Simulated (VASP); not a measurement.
Input of a VASP 6.6.1 run:

File INCAR:

```
  ALGO = Normal
  EDIFF = 1E-6
  ENCUT = 520
  GGA = PE
  ISIF = 2
  ISMEAR = 0
  LASPH = True
  LCHARG = False
  LREAL = False
  LWAVE = False
  NBANDS = 16
  NELM = 100
  PREC = Accurate
  SIGMA = 0.05
```

Contents of KPOINTS:

```
k-points
0
Gamma
  8 8 8
```

The input POSCAR:

```
CuI
1.0
    0.0000000000      2.8804715037      3.1214472299
    3.1214472299      0.0000000000      3.1214472299
    3.1214472299      2.8804715037      0.0000000000
Cu I
1 1
Direct
    0.7500000000      0.7500000000      0.7500000000
    0.0000000000      0.0000000000      0.0000000000
```

Potentials or basis: VASP PAW PBE potentials, release 64 (Cu, I).

The run is started by

```console
$ cat potpaw_PBE.64/Cu/POTCAR potpaw_PBE.64/I/POTCAR > POTCAR
$ mpirun -np 1 vasp_std > vasp.out
```

Q: Predict the band gap on the k mesh.

A: 1.05 eV, direct.

Q: What does it give for the pressure?

A: 0.0 GPa.

Stress tensor (GPa, compression positive):
```
-0.41  0.00  0.00
 0.00  0.84  0.00
 0.00  0.00 -0.41
```

Caveat: spin-orbit coupling is left out, which moves the levels of the heavy elements.
